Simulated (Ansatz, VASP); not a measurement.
# ZrN in VASP and in Ansatz

```
Zr N
1.0
     0.00000    2.26024    2.26024
     2.26024    0.00000    2.26024
     2.26024    2.26024    0.00000
Zr N
1 1
Direct
  0.50000 0.50000 0.50000
  0.00000 0.00000 0.00000
```

Alike in both runs: task single point; functional PBEsol; dispersion D3(BJ); k mesh 8 × 8 × 8; occupations gaussian, width 0.05 eV; no spin polarisation.

```csv
,VASP,Ansatz
version,VASP 6.6.1,Ansatz 0.2.0
potentials or method,"VASP PAW PBE potentials, release 64 (Zr_sv, N), cutoff 600 eV","scalar-relativistic, plane waves, PAW"
valence electrons in the cell,17,17
```

Ansatz gave:

```
gap on the k mesh at the Fermi level (eV) : none
pressure (GPa)                            : 0.0
```

**Question.** What did VASP give for the same quantities?

**Answer.** gap on the k mesh at the Fermi level (eV): none; pressure (GPa): 0.3.

VASP's potentials were made for PBE, not for PBEsol. A gap of «none» marks a metal or a gap that the smearing closes.
